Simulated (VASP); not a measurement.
Runs of VASP 6.6.1 on InSb. The structure is that of space group F-43m (No. 216), or close to it. The cells are those of the table. 

```csv
task,cell,gap on the mesh (eV),pressure (GPa)
single point,"a = 4.637 Å, angles 60.0°, 2 atoms",-,0.0
relaxation of the atoms,"atoms relaxed from a = 4.606 Å, angles 60.0°, 2 atoms",-,0.9
single point,"a = 4.728 Å, angles 60.0°, 2 atoms",(a),-2.2
relaxation of the atoms,"atoms relaxed from a = 4.575 Å, angles 60.0°, 2 atoms",0.27,1.9
```

Alike in all rows: level r2SCAN; potentials or basis VASP PAW PBE potentials, release 64 (In_d, Sb); no spin polarisation; k mesh 9 × 9 × 9; cutoff (eV) 520; smearing fermi-dirac 0.1 eV.

Task: Estimate the missing entries.

Result: (a) none.

Caveats: the PAW data sets were made with another functional, which shifts forces and pressure a little; spin-orbit coupling is left out, which moves the levels of the heavy elements; the relaxation stopped at its first step, so nothing moved (some runs).

A k mesh can miss the band edges, and the runs leave out spin-orbit coupling on In, Sb.
